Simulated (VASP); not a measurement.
# As (Fd-3m) in VASP: a series of runs

The runs below take As through single point, relaxation of cell and atoms, with PBE.

All numbers are computed with VASP 6.6.1; they aren't measurements. Logs are shortened: lines on timing, memory, paths and dates and some standing lists are left out, and cuts for length are marked.

### 1 The cell of the first run

Symmetry: Fd-3m, No. 227, cubic system. Conventional cell: a = 6.107 Å, b = 6.107 Å, c = 6.107 Å, α = 90.00°, β = 90.00°, γ = 90.00°. As (site symmetry -43m) has 4 As at 2.64 Å within 3.5 Å.

### 2 Single point, PBE

File INCAR:

```
PREC     = Accurate       # precision mode
ENCUT    = 520            # plane-wave cutoff, eV
EDIFF    = 1E-6           # SCF threshold, eV
ISMEAR   = -1             # smearing method
SIGMA    = 0.05           # smearing width, eV
LREAL    = False          # projectors in reciprocal space
LASPH    = True           # aspherical terms in the spheres
NELM     = 100            # most SCF steps
ALGO     = Normal         # electronic algorithm
ISIF     = 2              # what is computed and relaxed
LWAVE    = False          # write WAVECAR
LCHARG   = True           # write CHGCAR
GGA      = PE             # functional
LELF     = True           # ELF
LVHAR    = True         
NBANDS   = 12             # bands
```

File KPOINTS:

```
regular mesh
0
Gamma
  12 12 12
```

File POSCAR:

```
As
1.0
    0.0000000000      3.0533432489      3.0533432489
    3.0533432489      0.0000000000      3.0533432489
    3.0533432489      3.0533432489      0.0000000000
As
2
Direct
   -0.1250000000     -0.1250000000     -0.1250000000
    0.1250000000      0.1250000000      0.1250000000
```

Potentials or basis: VASP PAW PBE potentials, release 64 (As).

On the command line:

```bash
$ cat potpaw_PBE.64/As/POTCAR > POTCAR
$ mpirun -np 1 vasp_std > vasp.out
```

OUTCAR:

```text
PREC = Accurate
   ENCUT = 520
   EDIFF = 1E-6
   ISMEAR = -1
   LREAL = False
   LASPH = True
   NELM = 100
   ISIF = 2
   GGA = PE

 ion  position               nearest neighbor table
   1  0.875  0.875  0.875-   2 2.64   2 2.64   2 2.64   2 2.64
   2  0.125  0.125  0.125-   1 2.64   1 2.64   1 2.64   1 2.64

  LATTYP: Found a face centered cubic cell.
 ALAT       =     6.1066864978

  Lattice vectors:

 A1 = (   0.0000000000,   3.0533432489,   3.0533432489)
 A2 = (   3.0533432489,   0.0000000000,   3.0533432489)
 A3 = (   3.0533432489,   3.0533432489,   0.0000000000)

Analysis of symmetry for initial positions (statically):
=====================================================================
 Subroutine PRICEL returns:
 Original cell was already a primitive cell.

 Routine SETGRP: Setting up the symmetry group for a
 face centered cubic supercell.

 Subroutine GETGRP returns: Found 48 space group operations
 (whereof 12 operations were pure point group operations)
 out of a pool of 48 trial point group operations.

The static configuration has the point symmetry D_3d.
 The point group associated with its full space group is O_h .

Analysis of symmetry for dynamics (positions and initial velocities):
=====================================================================
 Subroutine PRICEL returns:
 Original cell was already a primitive cell.

 Routine SETGRP: Setting up the symmetry group for a
 face centered cubic supercell.

 Subroutine GETGRP returns: Found 48 space group operations
 (whereof 12 operations were pure point group operations)
 out of a pool of 48 trial point group operations.

The dynamic configuration has the point symmetry D_3d.
 The point group associated with its full space group is O_h .

 Subroutine INISYM returns: Found 48 space group operations
 (whereof 12 operations are pure point group operations),
 and found     1 'primitive' translations

----------------------------------------------------------------------------------------

                                     Primitive cell

  volume of cell :      56.9321

  direct lattice vectors                    reciprocal lattice vectors
     0.000000000  3.053343249  3.053343249    -0.163754927  0.163754927  0.163754927
     3.053343249  0.000000000  3.053343249     0.163754927 -0.163754927  0.163754927
     3.053343249  3.053343249  0.000000000     0.163754927  0.163754927 -0.163754927

  length of vectors
     4.318079433  4.318079433  4.318079433     0.283631853  0.283631853  0.283631853

  position of ions in fractional coordinates (direct lattice)
     0.875000000  0.875000000  0.875000000
     0.125000000  0.125000000  0.125000000

  ion indices of the primitive-cell ions
   primitive index   ion index
                 1           1
                 2           2

----------------------------------------------------------------------------------------

 KPOINTS: regular mesh

Automatic generation of k-mesh.
 Grid dimensions read from file:
 generate k-points for:   12   12   12

 Generating k-lattice:

  Cartesian coordinates                     Fractional coordinates (reciprocal lattice)
    -0.013646244  0.013646244  0.013646244     0.083333333  0.000000000  0.000000000
     0.013646244 -0.013646244  0.013646244     0.000000000  0.083333333  0.000000000
     0.013646244  0.013646244 -0.013646244     0.000000000  0.000000000  0.083333333

  Length of vectors
     0.023635988  0.023635988  0.023635988

  Shift w.r.t. Gamma in fractional coordinates (k-lattice)
     0.000000000  0.000000000  0.000000000

 Subroutine IBZKPT returns following result:
 ===========================================

 Found     72 irreducible k-points:

 Following reciprocal coordinates:
            Coordinates               Weight
  0.000000  0.000000  0.000000      1.000000
  0.083333  0.000000  0.000000      8.000000
  0.166667  0.000000  0.000000      8.000000
  0.250000  0.000000  0.000000      8.000000
  0.333333  0.000000  0.000000      8.000000
  0.416667  0.000000  0.000000      8.000000
[... 16 lines left out ...]
  0.500000  0.166667  0.000000     24.000000
 -0.416667  0.166667  0.000000     24.000000
 [... further k-points ...]
   k-points           NKPTS =     72   k-points in BZ     NKDIM =     72   number of bands    NBANDS=     12
   number of dos      NEDOS =    301   number of ions     NIONS =      2
   total plane-waves  NPLWV =  32768
   dimension x,y,z NGX =    32 NGY =   32 NGZ =   32
   dimension x,y,z NGXF=    64 NGYF=   64 NGZF=   64
   ions per type =               2
   NGX,Y,Z   is equivalent  to a cutoff of  12.32, 12.32, 12.32 a.u.
   NGXF,Y,Z  is equivalent  to a cutoff of  24.64, 24.64, 24.64 a.u.
 SYSTEM =  unknown system
   PREC   = accura    normal or accurate (medium, high low for compatibility)
   ISTART =      0    job   : 0-new  1-cont  2-samecut
   ICHARG =      2    charge: 1-file 2-atom 10-const
   ISPIN  =      1    spin polarized calculation?
   LNONCOLLINEAR =      F non collinear calculations
   LSORBIT =      F    spin-orbit coupling
   LASPH  =      T    aspherical Exc in radial PAW
   ENCUT  =  520.0 eV  38.22 Ry    6.18 a.u.   8.03  8.03  8.03*2*pi/ulx,y,z
   NELM   =    100;   NELMIN=  2; NELMDL= -5     # of ELM steps
   EDIFF  = 0.1E-05   stopping-criterion for ELM
   LREAL  =      F    real-space projection
   EDIFFG = 0.1E-04   stopping-criterion for IOM
   NSW    =      0    number of steps for IOM
   IBRION =     -1    ionic relax: 0-MD 1-quasi-New 2-CG
   NFREE  =      0    steps in history (QN), initial steepest desc. (CG)
   ISIF   =      2    stress and relaxation
   ISYM   =      2    0-nonsym 1-usesym 2-fastsym
   POTIM  = 0.5000    time-step for ionic-motion
   TEBEG  =    0.0;   TEEND  =   0.0 temperature during run
   PSTRESS=    0.0 pullay stress
   NELECT =      10.0000    total number of electrons
   NUPDOWN=      -1.0000    fix difference up-down
   EMIN   =  10.00;   EMAX   =-10.00  energy-range for DOS
   EFERMI =   0.00;   METHOD = LEGACY
   ISMEAR =    -1;   SIGMA  =   0.05  broadening in eV -4-tet -1-fermi 0-gaus
   EFERMI_NEDOS =   21; number of points for ismear=-14 and -15
   IALGO  =     38    algorithm
   IMIX   =      4    mixing-type and parameters
     AMIX     =   0.40;   BMIX     =  1.00
     AMIX_MAG =   1.60;   BMIX_MAG =  1.00
  volume/ion in A,a.u.               =      28.47       192.10
  Fermi-wavevector in a.u.,A,eV,Ry     =   0.916831  1.732559 11.436768  0.840579
  Thomas-Fermi vector in A             =   2.041731
   LORBIT       =      0    0 simple, 1 ext, 2 COOP (PROOUT), +10 PAW based schemes
   GGA     = PE    functional components
   LHFCALC =     F    Hartree Fock is set to
   AEXX    =    0.0000 exact exchange contribution
   IVDW    =     0    specifies the selected vdW correction
   LEPSILON=     F    determine dielectric tensor
   LRPA    =     F    only Hartree local field effects (RPA)
 non-spin polarized calculation
  energy-cutoff  :      520.00
  volume of cell :       56.93
 maximum number of plane-waves:      1552
   NGX = 17   NGY = 17   NGZ = 17

 number of electron      10.0000000 magnetization

 number of electron       9.9999997 magnetization

 Free energy of the ion-electron system (eV)
  ---------------------------------------------------
  ext. energy  EPLUGINS =         0.00000000
  ---------------------------------------------------
  free energy    TOTEN  =        -8.72568958 eV

  energy without entropy =       -8.71901701  energy(sigma->0) =       -8.72235329

 E-fermi :   2.8976     XC(G=0):  -8.5922

 val. band max:        2.8959249660   @ k =  -0.4167   0.3333   0.1667
 cond. band min:       2.9105567317   @ k =  -0.3333   0.3333   0.1667
 fundamental gap:      0.0146317658
 Fermi energy:         2.8976070513

 k-point     1 :       0.0000    0.0000    0.0000
  band No.  band energies     occupation
      1     -10.7191      2.00000
      2      -3.0680      2.00000
      3       0.8595      2.00000
      4       0.8595      2.00000
      5       0.8595      2.00000
      6       3.5930      0.00000
      7       3.5930      0.00000
      8       3.5930      0.00000
      9       7.7990      0.00000
     10      10.8427      0.00000
     11      10.8427      0.00000
     12      12.6330      0.00000

 k-point     2 :       0.0833    0.0000    0.0000
  band No.  band energies     occupation
      1     -10.6590      2.00000
      2      -3.3422      2.00000
      3       0.7666      2.00000
      4       0.7666      2.00000
      5       0.8907      2.00000
      6       3.7286      0.00000
      7       3.7286      0.00000
      8       3.7303      0.00000
      9       8.1083      0.00000
     10      10.5450      0.00000
     11      10.5450      0.00000
     12      12.3408      0.00000

 k-point     3 :       0.1667    0.0000    0.0000
  band No.  band energies     occupation
      1     -10.4826      2.00000
      2      -4.0124      2.00000
      3       0.5495      2.00000
      4       0.5495      2.00000
      5       0.8486      2.00000
      6       4.0509      0.00000
      7       4.0509      0.00000
      8       4.2344      0.00000
      9       8.8428      0.00000
     10      10.1658      0.00000
     11      10.1658      0.00000
     12      11.9134      0.00000

 k-point     4 :       0.2500    0.0000    0.0000
  band No.  band energies     occupation
      1     -10.2039      2.00000
      2      -4.8346      2.00000
      3       0.3090      2.00000
      4       0.3090      2.00000
      5       0.6741      2.00000
      6       4.3993      0.00000
      7       4.3993      0.00000
      8       5.1069      0.00000
      9       9.4738      0.00000
     10      10.0844      0.00000
     11      10.0844      0.00000
     12      11.9200      0.00000

 k-point     5 :       0.3333    0.0000    0.0000
  band No.  band energies     occupation
      1      -9.8573      2.00000
      2      -5.6347      2.00000
      3       0.1089      2.00000
      4       0.1089      2.00000
      5       0.4726      2.00000
      6       4.6538      0.00000
      7       4.6538      0.00000
      8       6.1863      0.00000
      9       9.6250      0.00000
     10      10.4105      0.00000
     11      10.4105      0.00000
     12      12.1660      0.00000
[... 228 lines left out ...]
      1      -9.8787      2.00000
      2      -5.4943      2.00000
      3      -0.6229      2.00000
      4      -0.3175      2.00000
      5       2.0712      2.00000
      6       3.4425      0.00004
      7       5.5089      0.00000
      8       5.7651      0.00000
      9       8.9395      0.00000
     10      10.4734      0.00000
     11      11.4923      0.00000
     12      13.1001      0.00000

 k-point    22 :       0.4167    0.1667    0.0000
  band No.  band energies     occupation
      1      -9.5203      2.00000
      2      -6.1607      2.00000
      3      -0.9881      2.00000
      4      -0.4058      2.00000
      5       1.9462      2.00000
      6       4.0456      0.00000
      7       5.6281      0.00000
      8       6.2106      0.00000
      9       9.6692      0.00000
     10      10.4698      0.00000
     11      11.9251      0.00000
     12      12.6013      0.00000

 k-point    23 :       0.5000    0.1667    0.0000
  band No.  band energies     occupation
      1      -9.2192      2.00000
      2      -6.6399      2.00000
      3      -1.2425      2.00000
      4      -0.3946      2.00000
      5       1.8352      2.00000
      6       4.5118      0.00000
      7       5.5733      0.00000
      8       6.7501      0.00000
      9       9.8363      0.00000
     10      10.6431      0.00000
     11      11.7987      0.00000
     12      12.1391      0.00000

 k-point    24 :      -0.4167    0.1667    0.0000
  band No.  band energies     occupation
      1      -9.1708      2.00000
      2      -6.7112      2.00000
      3      -1.3532      2.00000
      4      -0.2866      2.00000
      5       1.7737      2.00000
      6       4.7773      0.00000
      7       5.3948      0.00000
      8       6.9940      0.00000
      9       9.4571      0.00000
     10      10.7900      0.00000
     11      11.1344      0.00000
     12      12.4617      0.00000

 [... further k-points ...]

------------------------ aborting loop because EDIFF is reached ----------------------------------------

  FORCE on cell =-STRESS in cart. coord.  units (eV):
  Direction    XX          YY          ZZ          XY          YZ          ZX
  --------------------------------------------------------------------------------------
  -------------------------------------------------------------------------------------
  Total        0.0402402      0.0402402      0.0402402      0.0000000      0.0000000      0.0000000
  in kB        1.1324355      1.1324355      1.1324355      0.0000000      0.0000000      0.0000000
  external PRESSURE =       1.1324355 kB  Pullay stress =       0.0000000 kB

 VOLUME and BASIS-vectors are now :
 -----------------------------------------------------------------------------
  energy-cutoff  :      520.00
  volume of cell :       56.93
      direct lattice vectors                 reciprocal lattice vectors
     0.000000000  3.053343249  3.053343249    -0.163754927  0.163754927  0.163754927
     3.053343249  0.000000000  3.053343249     0.163754927 -0.163754927  0.163754927
     3.053343249  3.053343249  0.000000000     0.163754927  0.163754927 -0.163754927

 POSITION                                       TOTAL-FORCE (eV/Angst)
 -----------------------------------------------------------------------------------
      5.34335      5.34335      5.34335        -0.000000     -0.000000     -0.000000
      0.76334      0.76334      0.76334         0.000000      0.000000      0.000000
 -----------------------------------------------------------------------------------
    total drift:                                0.000000      0.000000     -0.000000

  FREE ENERGIE OF THE ION-ELECTRON SYSTEM (eV)
  ---------------------------------------------------
  free  energy   TOTEN  =        -8.7256895788 eV

  energy  without entropy=       -8.7190170102  energy(sigma->0) =       -8.72235329
```

Wall time 35 s (1 thread of AMD EPYC 9R45 (Zen 5), shared host); peak memory 0.16 GiB.

Results:

```yaml
Free_energy: -8.7257 eV
Pressure: 0.1 GPa
Band_gap_on_the_k_mesh: zero (band 5 reaches 3.97 eV, above the bottom of band 6 at 2.32 eV)
```

(Part 1 of 2 ends here.)
